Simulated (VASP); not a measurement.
A run of VASP 6.6.1 is set up as follows.

File INCAR:

```
  PREC = Accurate
  ENCUT = 500
  EDIFF = 1E-6
  ISMEAR = 0
  SIGMA = 0.1
  LREAL = False
  LASPH = True
  NELM = 200
  ALGO = Normal
  ISIF = 2
  LWAVE = False
  LCHARG = False
  GGA = PE
  NBANDS = 26
  GGA_COMPAT = False
  LMAXMIX = 6
```

KPOINTS

```
Automatic mesh
0
Gamma
  4 4 4
```

Contents of POSCAR:

```
Cs2NdSe
1.0
    5.1206298192      0.0000000000      0.0000000000
    0.0000000000      5.1206298192      0.0000000000
    0.0000000000      0.0000000000      6.6985156704
Cs Nd Se
2 1 1
Direct
    0.0000000000      0.0000000000      0.2578939744
    0.0000000000      0.0000000000      0.7421060256
    0.5000000000      0.5000000000      0.0000000000
    0.5000000000      0.5000000000      0.5000000000
```

Potentials or basis: VASP PAW PBE potentials, release 64 (Cs_sv, Nd_3, Se), 4f in core.

Launch:

```console
$ cat potpaw_PBE.64/Cs_sv/POTCAR potpaw_PBE.64/Nd_3/POTCAR potpaw_PBE.64/Se/POTCAR > POTCAR
$ mpirun -np 1 vasp_std > vasp.out
```

Problem. Predict the pressure.

Solution. -0.1 GPa.

Problem. What does it give for the largest force?

Solution. 0.008 eV/Å.

Problem. What does it give for the band gap on the k mesh?

Solution. Zero (an odd number of electrons rules out a gap without spin polarisation).

Stress tensor (GPa, compression positive):
```
-0.12  0.00  0.00
 0.00 -0.12  0.00
 0.00  0.00  0.01
```

Caveat: spin-orbit coupling is left out, which moves the levels of the heavy elements; the 4f electrons are frozen in the core, so they carry no moment and show no levels; the run has no spin polarisation, though such a crystal can be magnetic. With open d or f shells a metallic result of PBE can be an artefact of self-interaction; +U or a hybrid may open a gap.
